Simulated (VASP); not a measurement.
Set up this calculation in VASP 6.6.1, as the native input.

```
Task                   : single point
Functional             : LDA
Potentials or basis    : VASP PAW LDA potentials, release 64 (Ca_sv, Se)
Cutoff                 : 520 eV
k mesh                 : 6 × 6 × 6
Occupations            : gaussian, width 0.05 eV
Spin                   : no spin polarisation
Dipole correction      : no
Further INCAR settings : ALGO = Normal; EDIFF = 1e-07; NBANDS = 15
```

The structure of CaSe lies in POSCAR:

```
CaSe
1.0
    0.0000000000      3.3990000000      3.2505000000
    3.3990000000      0.0000000000      3.2505000000
    3.3990000000      3.3990000000      0.0000000000
Ca Se
1 1
Direct
    0.0000000000      0.0000000000      0.0000000000
    0.7500000000      0.7500000000      0.7500000000
```

This cell differs from its parent crystal: strain +0.030 along x and y, -0.015 along z.

The input as run:

INCAR

```
SYSTEM = CaSe
ALGO     = Normal         ! electronic algorithm
EDIFF    = 1E-7           ! SCF threshold, eV
ENCUT    = 520            ! plane-wave cutoff, eV
GGA      = CA             ! functional
ISIF     = 2              ! what is computed and relaxed
ISMEAR   = 0              ! smearing method
LASPH    = .TRUE.         ! aspherical terms in the spheres
LCHARG   = .FALSE.        ! write CHGCAR
LREAL    = .FALSE.        ! projectors in reciprocal space
LWAVE    = .FALSE.        ! write WAVECAR
NBANDS   = 15             ! bands
NELM     = 60             ! most SCF steps
PREC     = Accurate       ! precision mode
SIGMA    = 0.05           ! smearing width, eV
```

KPOINTS

```
k-points
0
G
  6 6 6
  0 0 0
```

Potentials or basis: VASP PAW LDA potentials, release 64 (Ca_sv, Se).

Run with:

```bash
$ cat potpaw_LDA.64/Ca_sv/POTCAR potpaw_LDA.64/Se/POTCAR > POTCAR
$ mpirun -np 1 vasp_std > vasp.out
```

It gave:

The pressure is -3.7 GPa and the band gap on the k mesh is 2.71 eV, indirect (least direct gap 2.80 eV).

Caveat: the cell differs from its parent crystal (strain +0.030 along x and y, -0.015 along z).

Run time: 26 s on 1 thread of Intel(R) Xeon(R) Platinum 8259CL CPU @ 2.50GHz (Skylake/Cascade Lake), on a shared host, peak memory 0.19 GiB.
